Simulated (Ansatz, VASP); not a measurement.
# Ta: VASP beside Ansatz

Contents of INCAR:

```
PREC     = Accurate       # precision mode
ENCUT    = 520            # plane-wave cutoff, eV
EDIFF    = 1E-8           # SCF threshold, eV
ISMEAR   = -1             # smearing method
SIGMA    = 0.08           # smearing width, eV
LREAL    = F              # projectors in reciprocal space
LASPH    = T              # aspherical terms in the spheres
NELM     = 80             # most SCF steps
ALGO     = Normal         # electronic algorithm
ISIF     = 2              # what is computed and relaxed
LWAVE    = F              # write WAVECAR
LCHARG   = F              # write CHGCAR
GGA      = PE             # functional
LEFG     = T            
NBANDS   = 12             # bands
```

The input KPOINTS:

```
regular mesh
0
Gamma
  17 17 17
```

File POSCAR:

```
Ta
1.0
   -1.6457572832      1.6457572832      1.6457572832
    1.6457572832     -1.6457572832      1.6457572832
    1.6457572832      1.6457572832     -1.6457572832
Ta
1
Direct
    0.0000000000      0.0000000000      0.0000000000
```

Input for Ansatz:

```yaml
crystal:
  lattice:
    - [-1.6457572832, 1.6457572832, 1.6457572832]
    - [1.6457572832, -1.6457572832, 1.6457572832]
    - [1.6457572832, 1.6457572832, -1.6457572832]
  atoms:
    - { symbol: Ta, position: [0.0, 0.0, 0.0] }
kpoints:
  mp_grid: { grid: [17, 17, 17] }
scf:
  occupations: { method: fermi_dirac, width: 0.08 }
hamiltonian:
  xc: pbe
  pseudopotentials: { kind: paw }
output:
  forces: true
  stress: true
  eigenvalues: true
  efg: { contact_densities: true }
```

Change from the starting cell: volume scaled by 0.99, PAW files.

Alike in both runs: task electric field gradients; functional PBE; k mesh 17 × 17 × 17; occupations fermi-dirac, width 0.08 eV; no spin polarisation.

|  | VASP | Ansatz |
| --- | --- | --- |
| version | VASP 6.6.1 | Ansatz 0.2.0 |
| potentials or method | VASP PAW PBE potentials, release 64 (Ta_pv) | PAW with Ansatz's default frozen-core files, scalar-relativistic |
| plane-wave cutoff (eV) | 520 | 420 |
| valence electrons in the cell | 11 | 13 |

|  | VASP | Ansatz | Ansatz less VASP |
| --- | --- | --- | --- |
| pressure (GPa) | 5.4 | 5.2 | -0.14 |

VASP's potentials hold 11 valence electrons a cell and Ansatz's 13, so a difference there can come from the potentials and not from the codes.

Spin-orbit coupling is off throughout.
